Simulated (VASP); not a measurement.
# MgO (Periclase) in VASP: further runs, part 2 of 2

VASP 6.6.1. The steps go on from the part before.

### Step 3. Single point, r2SCAN

This run uses another cell than the first one, of 32.06 Å³/atom, 1.220 times its volume.

Contents of POSCAR:

```
MgO
1.0
    2.9818692963      0.0000000000      0.0000000000
    1.4909346481      2.5823745613      0.0000000000
    0.0000000000      0.0000000000     16.6520291278
Mg O
2 2
Direct
    0.0000000000      0.0000000000      0.3903428195
    0.3333333333      0.3333333333      0.5365523935
    0.6666666667      0.6666666667      0.4634476065
    1.0000000000      1.0000000000      0.6096571805
```

Contents of INCAR.step1:

```
PREC     = Accurate       # precision mode
ENCUT    = 580            # plane-wave cutoff, eV
ISMEAR   = 1              # smearing method
SIGMA    = 0.15           # smearing width, eV
LREAL    = F              # projectors in reciprocal space
LASPH    = T              # aspherical terms in the spheres
NELM     = 120            # most SCF steps
LDIPOL   = T            
IDIPOL   = 3            
DIPOL    = 0.5 0.5 0.500
NBANDS   = 16             # bands
GGA      = PE             # functional
ALGO     = Normal         # electronic algorithm
EDIFF    = 1E-5           # SCF threshold, eV
LWAVE    = T              # write WAVECAR
LCHARG   = F              # write CHGCAR
GGA_COMPAT= F            
NELMDL   = -8
```

Contents of INCAR.step2:

```
PREC     = Accurate       # precision mode
ENCUT    = 580            # plane-wave cutoff, eV
EDIFF    = 1E-6           # SCF threshold, eV
ISMEAR   = 1              # smearing method
SIGMA    = 0.15           # smearing width, eV
LREAL    = F              # projectors in reciprocal space
LASPH    = T              # aspherical terms in the spheres
NELM     = 120            # most SCF steps
ALGO     = Normal         # electronic algorithm
ISIF     = 2              # what is computed and relaxed
LWAVE    = F              # write WAVECAR
LCHARG   = F              # write CHGCAR
LDIPOL   = T            
IDIPOL   = 3            
DIPOL    = 0.5 0.5 0.500
METAGGA  = R2SCAN         # meta-GGA
LMIXTAU  = T            
NBANDS   = 16             # bands
ISTART   = 1            
GGA_COMPAT= F
```

Contents of KPOINTS:

```
Automatic mesh
0
Gamma
  6 6 1
```

Potentials or basis: VASP PAW PBE potentials, release 64 (Mg, O).

Started as:

```console
$ cat potpaw_PBE.64/Mg/POTCAR potpaw_PBE.64/O/POTCAR > POTCAR
$ cp INCAR.step1 INCAR
$ mpirun -np 1 vasp_std > vasp.out
$ cp INCAR.step2 INCAR
$ mpirun -np 1 vasp_std > vasp.out
```

OUTCAR:

```text
PREC = Accurate
   ENCUT = 580
   EDIFF = 1E-6
   ISMEAR = 1
   LREAL = F
   LASPH = T
   NELM = 120
   ISIF = 2
   METAGGA = R2SCAN
   ISTART = 1

 ion  position               nearest neighbor table
   1  0.000  0.000  0.390-   3 2.11   3 2.11   3 2.11   2 2.98   2 2.98   2 2.98
   2  0.333  0.333  0.537-   3 2.11   4 2.11   3 2.11   4 2.11   4 2.11   3 2.11   1 2.98   1 2.98
                             1 2.98
   3  0.667  0.667  0.463-   2 2.11   1 2.11   2 2.11   1 2.11   1 2.11   2 2.11
   4  0.000  0.000  0.610-   2 2.11   2 2.11   2 2.11

  LATTYP: Found a hexagonal cell.
 ALAT       =     2.9818692962
 C/A-ratio  =     5.5844262352
[... 316 lines left out ...]
  -------------------------------------------------------------------------------------
  Total       -0.3394935     -0.3394935     -2.1316558      0.0000000      0.0000000     -0.0000000
  in kB       -4.2419648     -4.2419648    -26.6349976      0.0000000      0.0000000     -0.0000000
  external PRESSURE =     -11.7063090 kB  Pullay stress =       0.0000000 kB

 VOLUME and BASIS-vectors are now :
 -----------------------------------------------------------------------------
  energy-cutoff  :      580.00
  volume of cell :      128.23
      direct lattice vectors                 reciprocal lattice vectors
     2.981869296  0.000000000  0.000000000     0.335360105 -0.193620247  0.000000000
     1.490934648  2.582374561  0.000000000     0.000000000  0.387240494  0.000000000
     0.000000000  0.000000000 16.652029128     0.000000000  0.000000000  0.060052741

 POSITION                                       TOTAL-FORCE (eV/Angst)
 -----------------------------------------------------------------------------------
      0.00000      0.00000      6.50000         0.000000     -0.000000      0.958983
      1.49093      0.86079      8.93469        -0.000000     -0.000000      3.109756
      2.98187      1.72158      7.71734         0.000000      0.000000     -2.130032
      0.00000      0.00000     10.15203         0.000000      0.000000     -1.938707
 -----------------------------------------------------------------------------------
    total drift:                               -0.000000     -0.000000      0.001096

  FREE ENERGIE OF THE ION-ELECTRON SYSTEM (eV)
  ---------------------------------------------------
  free  energy   TOTEN  =       -26.2762883607 eV

  energy  without entropy=      -26.2634215559  energy(sigma->0) =      -26.27199943

 vacuum level on the upper side and lower side of the slab         6.591         0.831
```

OUTCAR.step1:

```text
PREC = Accurate
   ENCUT = 580
   ISMEAR = 1
   LREAL = F
   LASPH = T
   NELM = 120
   GGA = PE
[... 347 lines left out ...]
      2.98187      1.72158      7.71734        -0.000000     -0.000000     -1.995894
      0.00000      0.00000     10.15203         0.000000      0.000000     -1.528358
 -----------------------------------------------------------------------------------
    total drift:                               -0.000000     -0.000000      0.000013

  FREE ENERGIE OF THE ION-ELECTRON SYSTEM (eV)
  ---------------------------------------------------
  free  energy   TOTEN  =       -18.4868541480 eV

  energy  without entropy=      -18.4801406586  energy(sigma->0) =      -18.48461632

 vacuum level on the upper side and lower side of the slab         6.065         0.561
```

OSZICAR.step1:

```text
N       E                     dE             d eps       ncg     rms          rms(c)
DAV:   1     0.124420790352E+03    0.12442E+03   -0.63363E+03   224   0.830E+02
DAV:   2    -0.763538558249E+01   -0.13206E+03   -0.11568E+03   320   0.194E+02
DAV:   3    -0.248838009354E+02   -0.17248E+02   -0.17039E+02   312   0.791E+01
[... 18 lines left out ...]
DAV:  22    -0.184868505276E+02   -0.18838E-03   -0.57738E-05   288   0.712E-02    0.957E-02
DAV:  23    -0.184868637533E+02   -0.13226E-04   -0.94896E-06   248   0.259E-02    0.856E-02
DAV:  24    -0.184868356921E+02    0.28061E-04   -0.17744E-06   224   0.339E-02    0.114E-02
DAV:  25    -0.184868584162E+02   -0.22724E-04   -0.71846E-06   264   0.200E-02    0.330E-02
DAV:  26    -0.184868541480E+02    0.42681E-05   -0.53077E-07   224   0.110E-02
   1 F= -.18486854E+02 E0= -.18484616E+02  d E =-.671349E-02
```

Run time: 2.4 min. Hardware: 1 thread of Intel Xeon 8259CL, shared host; peak memory 0.3 GiB.

What came out:

- Free energy: -26.2763 eV
- Largest force: 3.110 eV/Å
- Band gap on the k mesh: zero (band 8 reaches -3.36 eV, above the bottom of band 9 at -3.84 eV)

Forces on the atoms (eV/Å):
```
Mg   0.000  0.000  0.959
Mg   0.000  0.000  3.110
O    0.000  0.000 -2.130
O    0.000  0.000 -1.939
```

Caveat: the k points lie up to 0.41 Å⁻¹ apart; the PAW data sets were made with another functional, which shifts forces and pressure a little.

### Step 4. Single point, r2SCAN

This run uses another cell than the first one, of 37.83 Å³/atom, 1.439 times its volume.

Contents of POSCAR:

```
MgO
1.0
    2.9818692963      0.0000000000      0.0000000000
    1.4909346481      2.5823745613      0.0000000000
    0.0000000000      0.0000000000     19.6520291278
Mg O
2 2
Direct
    0.0000000000      0.0000000000      0.4070826452
    0.3333333333      0.3333333333      0.5309724516
    0.6666666667      0.6666666667      0.4690275484
    1.0000000000      1.0000000000      0.5929173548
```

Contents of INCAR.step1:

```
SYSTEM = MgO
PREC = Accurate ; ENCUT = 580
ISMEAR = 1 ; SIGMA = 0.15
LREAL = .FALSE. ; LASPH = .TRUE.
NELM = 120 ; LDIPOL = .TRUE.
IDIPOL = 3 ; DIPOL = 0.5 0.5 0.500
NBANDS = 16 ; GGA = PE
ALGO = Normal ; EDIFF = 1E-5
LWAVE = .TRUE. ; LCHARG = .FALSE.
GGA_COMPAT = .FALSE. ; NELMDL = -8
```

Contents of INCAR.step2:

```
SYSTEM = MgO
PREC = Accurate ; ENCUT = 580
EDIFF = 1E-6 ; ISMEAR = 1
SIGMA = 0.15 ; LREAL = .FALSE.
LASPH = .TRUE. ; NELM = 120
ALGO = Normal ; ISIF = 2
LWAVE = .FALSE. ; LCHARG = .FALSE.
LDIPOL = .TRUE. ; IDIPOL = 3
DIPOL = 0.5 0.5 0.500 ; METAGGA = R2SCAN
LMIXTAU = .TRUE. ; NBANDS = 16
ISTART = 1 ; GGA_COMPAT = .FALSE.
```

Contents of KPOINTS:

```
Automatic mesh
0
G
  6 6 1
  0 0 0
```

Started as:

```console
$ cat potpaw_PBE.64/Mg/POTCAR potpaw_PBE.64/O/POTCAR > POTCAR
$ cp INCAR.step1 INCAR
$ mpirun -np 1 vasp_std > vasp.out
$ cp INCAR.step2 INCAR
$ mpirun -np 1 vasp_std > vasp.out
```

It took 4 min on 1 thread of Intel Xeon 8259CL, shared host; peak memory 0.32 GiB.

It converged, with:

* Free energy: -26.2763 eV
* Largest force: 3.111 eV/Å
* Band gap on the k mesh: zero (band 8 reaches -3.93 eV, above the bottom of band 9 at -4.41 eV)

Forces on the atoms (eV/Å):
```
Mg   0.000  0.000  0.960
Mg   0.000  0.000  3.111
O    0.000  0.000 -2.129
O    0.000  0.000 -1.941
```

Levels at points of the mesh, in eV from the Fermi level:
| k point | band 6 | band 7 | band 8 | band 9 | band 10 | band 11 |
| --- | --- | --- | --- | --- | --- | --- |
| (0.00, 0.00, 0.00) | -2.38 | -0.63 | 0.44 | 0.44 | 3.57 | 5.14 |
| (0.50, 0.00, 0.00) | -2.12 | -0.45 | -0.09 | 1.98 | 3.27 | 7.49 |

Caveat: the k points lie up to 0.41 Å⁻¹ apart; the PAW data sets were made with another functional, which shifts forces and pressure a little.

### Step 5. Summary

```csv
cell,gap on the mesh (eV),largest force (eV/Å)
"a = 2.982, b = 2.982, c = 13.652 Å, angles 90.0, 90.0, 60.0°, 4 atoms",none,3.11
"a = 2.982, b = 2.982, c = 16.652 Å, angles 90.0, 90.0, 60.0°, 4 atoms",none,3.11
"a = 2.982, b = 2.982, c = 19.652 Å, angles 90.0, 90.0, 60.0°, 4 atoms",none,3.11
```

Alike in all rows: task single point; level r2SCAN; potentials or basis VASP PAW PBE potentials, release 64 (Mg, O); no spin polarisation; k mesh 6 × 6 × 1; cutoff (eV) 580; smearing methfessel-paxton 0.15 eV.

Caveats: all runs use coarse meshes; the PAW data sets were made with another functional, which shifts forces and pressure a little.

Absolute energies hang on the potentials; compare differences alone.
